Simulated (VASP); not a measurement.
The system is TaF3.

```
CELL_PARAMETERS angstrom
3.96499 0.00000 0.00000
0.00000 3.96499 0.00000
0.00000 0.00000 3.96499
ATOMIC_POSITIONS crystal
Ta 0.00000 0.00000 0.00000
F 0.50000 0.00000 0.00000
F 0.00000 0.50000 0.00000
F 0.00000 0.00000 0.50000
```

* Program: VASP 6.6.1
* Task: relaxation of cell and atoms
* Functional: r2SCAN
* Potentials or basis: VASP PAW PBE potentials, release 64 (Ta_pv, F)
* Cutoff: 600 eV
* k mesh: 5 × 5 × 5
* Occupations: methfessel-paxton, width 0.025 eV
* Spin: no spin polarisation

At the start: pressure 13.7 GPa; volume 15.58 Å³/atom.

Where does the relaxation end?

Over 15 steps the energy falls by 60.7 meV/atom and the volume is 17.13 Å³/atom (+9.9 %); space group Pm-3m (No. 221, to 0.05 Å).

The path:
| step | energy change (eV) | largest force (eV/Å) | pressure (GPa) | volume (Å³) |
| --- | --- | --- | --- | --- |
| 1 | 0.0000 | 0.0000 | 13.67 | 62.33 |
| 2 | -0.0531 | 0.0000 | -8.56 | 75.12 |
| 3 | -0.2427 | 0.0000 | -0.10 | 68.65 |
| 4 | -0.2426 | 0.0000 | 0.12 | 68.52 |
| 5 | -0.2426 | 0.0000 | 0.12 | 68.52 |
| 6 | -0.2426 | 0.0000 | 0.12 | 68.52 |
| 7 | -0.2426 | 0.0000 | 0.11 | 68.52 |
| 8 | -0.2426 | 0.0000 | 0.11 | 68.52 |
| 9 | -0.2426 | 0.0000 | 0.11 | 68.52 |
| 10 | -0.2426 | 0.0000 | 0.12 | 68.52 |
| 11 | -0.2426 | 0.0000 | 0.12 | 68.52 |
| 12 | -0.2426 | 0.0000 | 0.12 | 68.52 |
| 13 | -0.2426 | 0.0000 | 0.11 | 68.52 |
| 14 | -0.2427 | 0.0000 | 0.11 | 68.53 |
| 15 | -0.2427 | 0.0000 | 0.09 | 68.53 |

Final structure:
```cif
data_structure
_symmetry_space_group_name_H-M 'P 1'
_symmetry_Int_Tables_number 1
_cell_length_a 4.0923
_cell_length_b 4.0923
_cell_length_c 4.0923
_cell_angle_alpha 90.000
_cell_angle_beta 90.000
_cell_angle_gamma 90.000
_cell_volume 68.53
loop_
_atom_site_label
_atom_site_type_symbol
_atom_site_fract_x
_atom_site_fract_y
_atom_site_fract_z
_atom_site_occupancy
Ta1 Ta 0.00000 0.00000 0.00000 1
F1 F 0.50000 0.00000 0.00000 1
F2 F 0.00000 0.50000 0.00000 1
F3 F 0.00000 0.00000 0.50000 1
```

Caveat: the PAW data sets were made with another functional, which shifts forces and pressure a little.
